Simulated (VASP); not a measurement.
A run of VASP 6.6.1:

Contents of INCAR:

```
PREC = Accurate ; ENCUT = 600
EDIFF = 1E-6 ; ISMEAR = 0
SIGMA = 0.1 ; LREAL = F
LASPH = T ; NELM = 200
ALGO = Normal ; ISIF = 2
LWAVE = F ; LCHARG = T
ISPIN = 2 ; MAGMOM = 0 1
LORBIT = 11 ; GGA = PE
LELF = T ; LVHAR = T
NBANDS = 20 ; GGA_COMPAT = F
```

KPOINTS

```
regular mesh
0
Gamma
  6 6 4
```

POSCAR

```
CaF
1.0
    2.9009947000      0.0000000000      0.0000000000
    0.0000000000      2.9009947000      0.0000000000
    0.0000000000      0.0000000000      4.4192152700
Ca F
1 1
Direct
    0.0000000000      0.0000000000      0.5000000000
    0.0000000000      0.0000000000      0.0000000000
```

Potentials or basis: VASP PAW PBE potentials, release 64 (Ca_sv, F).

Command:

```sh
$ cat potpaw_PBE.64/Ca_sv/POTCAR potpaw_PBE.64/F/POTCAR > POTCAR
$ mpirun -np 1 vasp_std > vasp.out
```

Hardware: 1 thread of Intel Xeon 8259CL, with other jobs on the host.

Q: How long does it take, and how much memory?

A: Run time: 110 s on 1 thread of Intel Xeon 8259CL, with other jobs on the host, peak memory 0.2 GiB. Counts: scf iterations 14, k points 30.
